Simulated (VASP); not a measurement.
Input of a VASP 6.6.1 run:

File POSCAR:

```
Ni
1.0
    4.0909448089      0.0000000000      0.0000000000
   -2.0454724045      3.5428621300      0.0000000000
    0.0000000000      0.0000000000      2.4579655613
Ni
3
Direct
    1.0000000000      0.0000000000      0.0000000000
    0.3333333333      0.6666666667      0.5000000000
    0.6666666667      0.3333333333      0.5000000000
```

INCAR.step1

```
SYSTEM = Ni
ALGO     = Normal         ! electronic algorithm
EDIFF    = 1E-4           ! SCF threshold, eV
ENCUT    = 520            ! plane-wave cutoff, eV
GGA      = PE             ! functional
ISMEAR   = -1             ! smearing method
LASPH    = .True.         ! aspherical terms in the spheres
LCHARG   = .False.        ! write CHGCAR
LREAL    = .False.        ! projectors in reciprocal space
LWAVE    = .True.         ! write WAVECAR
NBANDS   = 22             ! bands
NELM     = 100            ! most SCF steps
PREC     = Accurate       ! precision mode
SIGMA    = 0.1            ! smearing width, eV
```

INCAR.step2

```
SYSTEM = Ni
ALGO     = Normal         ! electronic algorithm
EDIFF    = 1E-6           ! SCF threshold, eV
ENCUT    = 520            ! plane-wave cutoff, eV
ISIF     = 2              ! what is computed and relaxed
ISMEAR   = -1             ! smearing method
ISTART   = 1            
LASPH    = .True.         ! aspherical terms in the spheres
LCHARG   = .False.        ! write CHGCAR
LMIXTAU  = .True.       
LREAL    = .False.        ! projectors in reciprocal space
LWAVE    = .False.        ! write WAVECAR
METAGGA  = R2SCAN         ! meta-GGA
NBANDS   = 22             ! bands
NELM     = 100            ! most SCF steps
PREC     = Accurate       ! precision mode
SIGMA    = 0.1            ! smearing width, eV
```

Contents of KPOINTS:

```
k-points
0
Gamma
  10 10 15
  0 0 0
```

Potentials or basis: VASP PAW PBE potentials, release 64 (Ni).

The run is started by

```bash
$ cat potpaw_PBE.64/Ni/POTCAR > POTCAR
$ cp INCAR.step1 INCAR
$ mpirun -np 1 vasp_std > vasp.out
$ cp INCAR.step2 INCAR
$ mpirun -np 1 vasp_std > vasp.out
```

(1) What does it give for the pressure?

(2) Estimate the band gap on the k mesh.

Answers

(1) -18.3 GPa.

(2) zero (bands 15 and 16 overlap by 0.62 eV).

Caveat: the cell stands under tension; the PAW data sets were made with another functional, which shifts forces and pressure a little; the run has no spin polarisation, though such a crystal can be magnetic.
